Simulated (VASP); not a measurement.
# AgCl (Fmm2) in VASP: further runs

AgCl is run at these levels: PBE; tasks: single point.

All numbers are computed with VASP 6.6.1; they aren't measurements. Logs are shortened: lines on timing, memory, paths and dates and some standing lists are left out, and cuts for length are marked.

## (1) The cell of the first run

The structure is orthorhombic, space group Fmm2 (No. 42). Conventional cell: a = 5.462 Å, b = 5.612 Å, c = 5.462 Å, α = 90.00°, β = 90.00°, γ = 90.00°. Ag (site symmetry mm2) has 5 Cl at 2.24 to 2.85 Å within 3.0 Å. Cl (site symmetry mm2) has 5 Ag at 2.24 to 2.85 Å within 3.0 Å.

## (2) Single point, PBE

File INCAR:

```
SYSTEM = AgCl
ALGO = Normal
EDIFF = 1E-7
ENCUT = 520
GGA = PE
ISIF = 2
ISMEAR = 0
LASPH = .TRUE.
LCHARG = .FALSE.
LREAL = .FALSE.
LWAVE = .FALSE.
NBANDS = 16
NELM = 100
PREC = Accurate
SIGMA = 0.05
```

File KPOINTS:

```
k-points
0
G
  8 8 8
  0 0 0
```

File POSCAR:

```
AgCl
1.0
    0.0000000000      2.7311020407      2.8060228508
    2.7311020407      0.0000000000      2.8060228508
    2.7311020407      2.7311020407      0.0000000000
Ag Cl
1 1
Direct
    0.4775480680      0.5224519320      0.5224519320
    0.0683173339     -0.0683173339     -0.0683173339
```

Potentials or basis: VASP PAW PBE potentials, release 64 (Ag, Cl).

Command:

```console
cat potpaw_PBE.64/Ag/POTCAR potpaw_PBE.64/Cl/POTCAR > POTCAR
mpirun -np 1 vasp_std > vasp.out
```

OUTCAR:

```text
SYSTEM = AgCl
   EDIFF = 1E-7
   ENCUT = 520
   GGA = PE
   ISIF = 2
   ISMEAR = 0
   LASPH = .TRUE.
   LREAL = .FALSE.
   NELM = 100
   PREC = Accurate

 ion  position               nearest neighbor table
   1  0.478  0.522  0.522-   2 2.24   2 2.78   2 2.78   2 2.85   2 2.85
   2  0.068  0.932  0.932-   1 2.24   1 2.78   1 2.78   1 2.85   1 2.85

  LATTYP: Found a body centered tetragonal cell.
 ALAT       =     3.8623615462
 C/A-ratio  =     1.4530089000

  Lattice vectors:

 A1 = (  -2.7311020407,   0.0000000000,   2.8060228508)
 A2 = (   2.7311020407,   0.0000000000,   2.8060228508)
 A3 = (   0.0000000000,   2.7311020407,  -2.8060228508)

Analysis of symmetry for initial positions (statically):
=====================================================================
 Subroutine PRICEL returns:
 Original cell was already a primitive cell.

 Routine SETGRP: Setting up the symmetry group for a
 body centered tetragonal supercell.

 Subroutine GETGRP returns: Found  4 space group operations
 (whereof  4 operations were pure point group operations)
 out of a pool of 16 trial point group operations.

The static configuration has the point symmetry C_2v.

Analysis of symmetry for dynamics (positions and initial velocities):
=====================================================================
 Subroutine PRICEL returns:
 Original cell was already a primitive cell.

 Routine SETGRP: Setting up the symmetry group for a
 body centered tetragonal supercell.

 Subroutine GETGRP returns: Found  4 space group operations
 (whereof  4 operations were pure point group operations)
 out of a pool of 16 trial point group operations.

The dynamic configuration has the point symmetry C_2v.

 Subroutine INISYM returns: Found  4 space group operations
 (whereof  4 operations are pure point group operations),
 and found     1 'primitive' translations

----------------------------------------------------------------------------------------

                                     Primitive cell

  volume of cell :      41.8598

  direct lattice vectors                    reciprocal lattice vectors
     0.000000000  2.731102041  2.806022851    -0.183076279  0.183076279  0.178188143
     2.731102041  0.000000000  2.806022851     0.183076279 -0.183076279  0.178188143
     2.731102041  2.731102041  0.000000000     0.183076279  0.183076279 -0.178188143

  length of vectors
     3.915696949  3.915696949  3.862361546     0.314300592  0.314300592  0.314300592

  position of ions in fractional coordinates (direct lattice)
     0.477548068  0.522451932  0.522451932
     0.068317334  0.931682666  0.931682666

  ion indices of the primitive-cell ions
   primitive index   ion index
                 1           1
                 2           2

----------------------------------------------------------------------------------------

 KPOINTS: k-points

Automatic generation of k-mesh.
 Grid dimensions read from file:
 generate k-points for:    8    8    8

 Generating k-lattice:

  Cartesian coordinates                     Fractional coordinates (reciprocal lattice)
    -0.022884535  0.022884535  0.022273518     0.125000000  0.000000000  0.000000000
     0.022884535 -0.022884535  0.022273518     0.000000000  0.125000000  0.000000000
     0.022884535  0.022884535 -0.022273518    -0.000000000 -0.000000000  0.125000000

  Length of vectors
     0.039287574  0.039287574  0.039287574

  Shift w.r.t. Gamma in fractional coordinates (k-lattice)
     0.000000000  0.000000000  0.000000000

 Subroutine IBZKPT returns following result:
 ===========================================

 Found     95 irreducible k-points:

 Following reciprocal coordinates:
            Coordinates               Weight
  0.000000  0.000000  0.000000      1.000000
  0.125000  0.000000  0.000000      8.000000
  0.250000  0.000000  0.000000      8.000000
  0.375000 -0.000000  0.000000      8.000000
  0.500000  0.000000  0.000000      4.000000
  0.125000  0.125000  0.000000      2.000000
[... 16 lines left out ...]
  0.000000 -0.125000 -0.125000      2.000000
  0.250000  0.000000  0.125000      8.000000
 [... further k-points ...]
   k-points           NKPTS =     95   k-points in BZ     NKDIM =     95   number of bands    NBANDS=     16
   number of dos      NEDOS =    301   number of ions     NIONS =      2
   total plane-waves  NPLWV =  27000
   dimension x,y,z NGX =    30 NGY =   30 NGZ =   30
   dimension x,y,z NGXF=    60 NGYF=   60 NGZF=   60
   ions per type =               1   1
   NGX,Y,Z   is equivalent  to a cutoff of  12.74, 12.74, 12.91 a.u.
   NGXF,Y,Z  is equivalent  to a cutoff of  25.47, 25.47, 25.83 a.u.
 SYSTEM =  AgCl
   PREC   = accura    normal or accurate (medium, high low for compatibility)
   ISTART =      0    job   : 0-new  1-cont  2-samecut
   ICHARG =      2    charge: 1-file 2-atom 10-const
   ISPIN  =      1    spin polarized calculation?
   LNONCOLLINEAR =      F non collinear calculations
   LSORBIT =      F    spin-orbit coupling
   LASPH  =      T    aspherical Exc in radial PAW
   ENCUT  =  520.0 eV  38.22 Ry    6.18 a.u.   7.28  7.28  7.18*2*pi/ulx,y,z
   NELM   =    100;   NELMIN=  2; NELMDL= -5     # of ELM steps
   EDIFF  = 0.1E-06   stopping-criterion for ELM
   LREAL  =      F    real-space projection
   EDIFFG = 0.1E-05   stopping-criterion for IOM
   NSW    =      0    number of steps for IOM
   IBRION =     -1    ionic relax: 0-MD 1-quasi-New 2-CG
   NFREE  =      0    steps in history (QN), initial steepest desc. (CG)
   ISIF   =      2    stress and relaxation
   ISYM   =      2    0-nonsym 1-usesym 2-fastsym
   POTIM  = 0.5000    time-step for ionic-motion
   TEBEG  =    0.0;   TEEND  =   0.0 temperature during run
   PSTRESS=    0.0 pullay stress
   NELECT =      18.0000    total number of electrons
   NUPDOWN=      -1.0000    fix difference up-down
   EMIN   =  10.00;   EMAX   =-10.00  energy-range for DOS
   EFERMI =   0.00;   METHOD = LEGACY
   ISMEAR =     0;   SIGMA  =   0.05  broadening in eV -4-tet -1-fermi 0-gaus
   EFERMI_NEDOS =   21; number of points for ismear=-14 and -15
   IALGO  =     38    algorithm
   IMIX   =      4    mixing-type and parameters
     AMIX     =   0.40;   BMIX     =  1.00
     AMIX_MAG =   1.60;   BMIX_MAG =  1.00
  volume/ion in A,a.u.               =      20.93       141.24
  Fermi-wavevector in a.u.,A,eV,Ry     =   1.235663  2.335064 20.774227  1.526863
  Thomas-Fermi vector in A             =   2.370303
   LORBIT       =      0    0 simple, 1 ext, 2 COOP (PROOUT), +10 PAW based schemes
   GGA     = PE    functional components
   LHFCALC =     F    Hartree Fock is set to
   AEXX    =    0.0000 exact exchange contribution
   IVDW    =     0    specifies the selected vdW correction
   LEPSILON=     F    determine dielectric tensor
   LRPA    =     F    only Hartree local field effects (RPA)
 non-spin polarized calculation
 Gauss-broadening in eV      SIGMA  =   0.05
  energy-cutoff  :      520.00
  volume of cell :       41.86
 maximum number of plane-waves:      1142
 NGX is ok and might be reduce to    30
   NGX = 15   NGY = 15   NGZ = 15

 number of electron      17.9999999 magnetization

 Free energy of the ion-electron system (eV)
  ---------------------------------------------------
  ext. energy  EPLUGINS =         0.00000000
  ---------------------------------------------------
  free energy    TOTEN  =        -5.01361956 eV

  energy without entropy =       -5.01361956  energy(sigma->0) =       -5.01361956

 E-fermi :   4.2346     XC(G=0): -10.0159

 val. band max:        3.9760118967   @ k =  -0.2500   0.1250   0.0000
 cond. band min:       5.1384172903   @ k =   0.0000   0.0000   0.0000
 fundamental gap:      1.1624053935
 Fermi energy:         4.2345776594

 k-point     1 :       0.0000    0.0000    0.0000
  band No.  band energies     occupation
      1     -11.4011      2.00000
      2      -0.4693      2.00000
      3       0.3132      2.00000
      4       0.4519      2.00000
      5       1.5141      2.00000
      6       1.5368      2.00000
[... 8 lines left out ...]
     15      17.2130      0.00000
     16      17.6003      0.00000

 k-point     2 :       0.1250    0.0000    0.0000
  band No.  band energies     occupation
      1     -11.3429      2.00000
      2      -0.6215      2.00000
      3       0.2368      2.00000
      4       0.3502      2.00000
      5       1.4834      2.00000
      6       1.5166      2.00000
[... 8 lines left out ...]
     15      16.5042      0.00000
     16      17.3744      0.00000

 k-point     3 :       0.2500    0.0000    0.0000
  band No.  band energies     occupation
      1     -11.1972      2.00000
      2      -0.9783      2.00000
      3      -0.0849      2.00000
      4       0.0906      2.00000
      5       1.5177      2.00000
      6       1.5454      2.00000
[... 8 lines left out ...]
     15      16.5899      0.00000
     16      17.0703      0.00000

 k-point     4 :       0.3750   -0.0000    0.0000
  band No.  band energies     occupation
      1     -11.0433      2.00000
      2      -1.3549      2.00000
      3      -0.4653      2.00000
      4      -0.1327      2.00000
      5       1.6481      2.00000
      6       1.6557      2.00000
[... 8 lines left out ...]
     15      17.3518      0.00000
     16      17.6000      0.00000
[... 324 lines left out ...]
 k-point    22 :       0.1250    0.0000    0.1250
  band No.  band energies     occupation
      1     -11.3244      2.00000
      2      -0.5762      2.00000
      3       0.1676      2.00000
      4       0.3202      2.00000
      5       1.3987      2.00000
      6       1.5420      2.00000
[... 8 lines left out ...]
     15      17.2164      0.00000
     16      18.5581      0.00000

 k-point    23 :       0.0000   -0.1250   -0.1250
  band No.  band energies     occupation
      1     -11.3198      2.00000
      2      -0.8359      2.00000
      3       0.3049      2.00000
      4       0.4326      2.00000
      5       1.4590      2.00000
      6       1.5697      2.00000
[... 8 lines left out ...]
     15      17.7008      0.00000
     16      18.5432      0.00000

 k-point    24 :       0.2500    0.0000    0.1250
  band No.  band energies     occupation
      1     -11.2118      2.00000
      2      -0.7855      2.00000
      3      -0.0981      2.00000
      4       0.1604      2.00000
      5       1.4341      2.00000
      6       1.5394      2.00000
[... 8 lines left out ...]
     15      17.3532      0.00000
     16      18.1036      0.00000

 [... further k-points ...]
[... 5 lines left out ...]
  --------------------------------------------------------------------------------------
  -------------------------------------------------------------------------------------
  Total        5.6783881      0.7639317      0.5566793      0.0000000      0.0000000      0.0000000
  in kB      217.3394677     29.2393748     21.3068191      0.0000000      0.0000000      0.0000000
  external PRESSURE =      89.2952205 kB  Pullay stress =       0.0000000 kB

 VOLUME and BASIS-vectors are now :
 -----------------------------------------------------------------------------
  energy-cutoff  :      520.00
  volume of cell :       41.86
      direct lattice vectors                 reciprocal lattice vectors
     0.000000000  2.731102041  2.806022851    -0.183076279  0.183076279  0.178188143
     2.731102041  0.000000000  2.806022851     0.183076279 -0.183076279  0.178188143
     2.731102041  2.731102041  0.000000000     0.183076279  0.183076279 -0.178188143

 POSITION                                       TOTAL-FORCE (eV/Angst)
 -----------------------------------------------------------------------------------
      2.85374      2.73110      2.80602        -2.274342      0.000000      0.000000
      5.08904      2.73110      2.80602         2.274342      0.000000      0.000000
 -----------------------------------------------------------------------------------
    total drift:                               -0.000198     -0.000000     -0.000000

  FREE ENERGIE OF THE ION-ELECTRON SYSTEM (eV)
  ---------------------------------------------------
  free  energy   TOTEN  =        -5.0136195605 eV

  energy  without entropy=       -5.0136195605  energy(sigma->0) =       -5.01361956
```

Wall time 29 s (1 thread of Intel Xeon 6975P-C (Granite Rapids), shared host); peak memory 0.21 GiB.

What came out:

* Free energy: -5.0136 eV
* Pressure: 8.9 GPa
* Largest force: 2.274 eV/Å
* Band gap on the k mesh: 1.16 eV, indirect (least direct gap 1.76 eV)

Forces in eV/Å, atoms in the order of the input:
```
Ag  -2.274  0.000  0.000
Cl   2.274  0.000  0.000
```

Stress tensor (GPa, compression positive):
```
21.73  0.00  0.00
 0.00  2.92  0.00
 0.00  0.00  2.13
```

Levels at points of the mesh, in eV from the valence-band top:
| k point | band 7 | band 8 | band 9 | band 10 | band 11 | band 12 |
| --- | --- | --- | --- | --- | --- | --- |
| (0.00, 0.00, 0.00) | -1.25 | -1.21 | -0.59 | 1.16 | 10.10 | 10.17 |
| (0.50, 0.00, 0.00) | -1.80 | -0.25 | -0.02 | 4.60 | 6.52 | 7.82 |
| (0.50, 0.50, 0.00) | -1.96 | -1.56 | -1.26 | 2.64 | 7.35 | 8.61 |
| (0.50, 0.00, 0.50) | -1.95 | -1.59 | -1.38 | 2.62 | 7.18 | 8.88 |
| (0.00, 0.50, 0.50) | -2.11 | -2.08 | -2.07 | 2.66 | 8.00 | 9.65 |

Caveat: forces of over 1 eV/Å act on the atoms, so gaps and moduli don't describe the material at rest.

## (3) Single point, PBE

File INCAR:

```
PREC = Accurate
ENCUT = 520
EDIFF = 1E-7
ISMEAR = 0
SIGMA = 0.05
LREAL = False
LASPH = True
NELM = 60
ALGO = Normal
ISIF = 2
LWAVE = False
LCHARG = False
GGA = PE
NBANDS = 16
```

File KPOINTS:

```
regular mesh
0
Gamma
  8 8 8
```

File POSCAR:

```
AgCl
1.0
    0.0000000000      2.7311020407      2.8060228508
    2.7311020407      0.0000000000      2.8060228508
    2.7311020407      2.7311020407      0.0000000000
Ag Cl
1 1
Direct
    0.4625801134      0.5374198866      0.5374198866
    0.1138622231     -0.1138622231     -0.1138622231
```

Potentials or basis: VASP PAW PBE potentials, release 64 (Ag, Cl).

Command:

```console
cat potpaw_PBE.64/Ag/POTCAR potpaw_PBE.64/Cl/POTCAR > POTCAR
mpirun -np 1 vasp_std > vasp.out
```

Wall time 28 s (1 thread of Intel Xeon 6975P-C (Granite Rapids), shared host); peak memory 0.21 GiB.

Results (log left out):

| Property | Result |
| --- | --- |
| Free energy | -3.1586 eV |
| Pressure | 29.9 GPa |
| Largest force | 10.935 eV/Å |
| Band gap on the k mesh | 1.38 eV, indirect (least direct gap 1.85 eV) |

Forces on the atoms (eV/Å):
```
Ag  -10.935   0.000   0.000
Cl   10.935   0.000   0.000
```

Stress tensor (GPa, compression positive):
```
84.10  0.00  0.00
 0.00  3.17  0.00
 0.00  0.00  2.46
```

Levels at points of the mesh, in eV from the valence-band top:
| k point | band 5 | band 6 | band 7 | band 8 | band 9 | band 10 | band 11 | band 12 | band 13 | band 14 |
| --- | --- | --- | --- | --- | --- | --- | --- | --- | --- | --- |
| (0.00, 0.00, 0.00) | -3.23 | -3.21 | -0.89 | -0.79 | -0.48 | 1.38 | 8.97 | 9.07 | 9.22 | 12.44 |
| (0.50, 0.00, 0.00) | -3.22 | -3.22 | -2.40 | -0.87 | -0.51 | 4.53 | 5.85 | 7.65 | 9.26 | 12.20 |
| (0.50, 0.50, 0.00) | -3.14 | -2.89 | -2.85 | -1.07 | -1.02 | 2.44 | 6.07 | 8.16 | 12.51 | 14.14 |
| (0.50, 0.00, 0.50) | -3.17 | -2.88 | -2.87 | -1.26 | -1.09 | 2.42 | 5.91 | 8.42 | 12.13 | 14.19 |
| (0.00, 0.50, 0.50) | -3.61 | -2.98 | -2.96 | -2.62 | -2.45 | 2.61 | 7.52 | 10.41 | 11.25 | 11.66 |

Caveat: forces of over 1 eV/Å act on the atoms, so gaps and moduli don't describe the material at rest.

## (4) Single point, PBE

File INCAR:

```
PREC = Accurate ; ENCUT = 520
EDIFF = 1E-6 ; ISMEAR = 0
SIGMA = 0.05 ; LREAL = False
LASPH = True ; NELM = 100
ALGO = Normal ; ISIF = 2
LWAVE = False ; LCHARG = True
GGA = PE ; LELF = True
LVHAR = True ; NBANDS = 16
```

KPOINTS is that of step 3.

File POSCAR:

```
AgCl
1.0
    0.0000000000      2.7311020407      2.8060228508
    2.7311020407      0.0000000000      2.8060228508
    2.7311020407      2.7311020407      0.0000000000
Ag Cl
1 1
Direct
    0.4850320454      0.5149679546      0.5149679546
    0.0455448893     -0.0455448893     -0.0455448893
```

Command:

```console
cat potpaw_PBE.64/Ag/POTCAR potpaw_PBE.64/Cl/POTCAR > POTCAR
mpirun -np 1 vasp_std > vasp.out
```

Wall time 25 s (1 thread of Intel Xeon 6975P-C (Granite Rapids), shared host); peak memory 0.21 GiB.

It converged, with:

- Free energy: -5.2636 eV
- Pressure: 5.0 GPa
- Largest force: 0.924 eV/Å
- Band gap on the k mesh: 0.98 eV, indirect (least direct gap 2.17 eV)

Forces on the atoms (eV/Å):
```
Ag  -0.924  0.000  0.000
Cl   0.924  0.000  0.000
```

Stress tensor (GPa, compression positive):
```
10.01  0.00  0.00
 0.00  2.83  0.00
 0.00  0.00  2.02
```

Levels at points of the mesh, in eV from the valence-band top:
| k point | band 6 | band 7 | band 8 | band 9 | band 10 | band 11 | band 12 | band 13 |
| --- | --- | --- | --- | --- | --- | --- | --- | --- |
| (0.00, 0.00, 0.00) | -2.47 | -1.69 | -1.68 | -1.19 | 0.98 | 10.41 | 10.46 | 10.50 |
| (0.50, 0.00, 0.00) | -2.19 | -1.83 | -0.19 | 0.00 | 4.37 | 6.56 | 7.65 | 8.16 |
| (0.50, 0.50, 0.00) | -2.08 | -2.02 | -1.94 | -1.70 | 2.48 | 7.70 | 8.54 | 12.13 |
| (0.50, 0.00, 0.50) | -2.07 | -2.03 | -1.93 | -1.77 | 2.46 | 7.53 | 8.82 | 11.73 |
| (0.00, 0.50, 0.50) | -2.25 | -2.07 | -2.06 | -1.99 | 2.47 | 7.95 | 9.16 | 11.40 |

A k mesh can miss the band edges. A hybrid or GW would open this gap; PBE tends to underestimate it.

[end of part 1 of 2]
